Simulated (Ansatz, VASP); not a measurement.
# B2P3: VASP beside Ansatz

```xyz
5
Lattice="2.0834 -2.2633 0.0000 2.0834 2.2633 0.0000 0.0000 0.0000 6.0235" Properties=species:S:1:pos:R:3 pbc="T T T"
B     2.0834    1.3966    0.0000
B     2.0834   -1.3966    0.0000
P     2.0834    0.0000    4.5829
P     2.0834    0.0000    1.4407
P     0.0000    0.0000    3.0118
```

Alike in both runs: functional PBE; k mesh 4 × 4 × 4; occupations gaussian, width 0.1 eV; no spin polarisation.

Ansatz relaxed the structure, and its values are those at the end. VASP's run is a single point on that final structure, the one shown.

```csv
,VASP,Ansatz
version,VASP 6.6.1,Ansatz 0.2.0
potentials or method,"VASP PAW PBE potentials, release 64 (B, P), cutoff 520 eV","scalar-relativistic, plane waves, PAW"
valence electrons in the cell,21,21
```

Ansatz gave:

```
gap on the k mesh at the Fermi level (eV) : none
pressure (GPa)                            : 0.0
rms of the force components (eV/Å)        : 0.003
```

Task: Which values does VASP return?

Result: gap on the k mesh at the Fermi level (eV): none; pressure (GPa): -0.2; rms of the force components (eV/Å): 0.008.

A gap of «none» marks a metal or a gap that the smearing closes. The functional is the same, so the differences come from potentials, cutoffs and numerics.

The k mesh is coarse, so the values compare programs but aren't converged.
